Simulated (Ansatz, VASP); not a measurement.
**PbS in VASP and in Ansatz**

```
CELL_PARAMETERS angstrom
2.11266 1.21975 3.45192
-2.11266 1.21975 3.45192
0.00000 -2.43949 3.45192
ATOMIC_POSITIONS crystal
Pb 0.97813 0.97813 0.97813
S 0.47747 0.47747 0.47747
```

Alike in both runs: functional PBE; dispersion D3(BJ); k mesh 12 × 12 × 12; occupations gaussian, width 0.02 eV; no spin polarisation.

Ansatz relaxed the structure, and its values are those at the end. VASP's run is a single point on that final structure, the one shown.

|  | VASP | Ansatz |
| --- | --- | --- |
| version | VASP 6.6.1 | Ansatz 0.2.0 |
| potentials or method | VASP PAW PBE potentials, release 64 (Pb_d, S), cutoff 520 eV | scalar-relativistic, plane waves, PAW |
| valence electrons in the cell | 20 | 20 |

```tsv
	VASP	Ansatz	Ansatz less VASP
gap on the k mesh at the Fermi level (eV)	0.44	0.44	-0.007
least direct gap on the mesh (eV)	0.44	0.44	-0.007
pressure (GPa)	-1.3	-1.2	+0.08
```

Ansatz's warnings: stress scf threshold loose.

Spin-orbit coupling is off throughout.
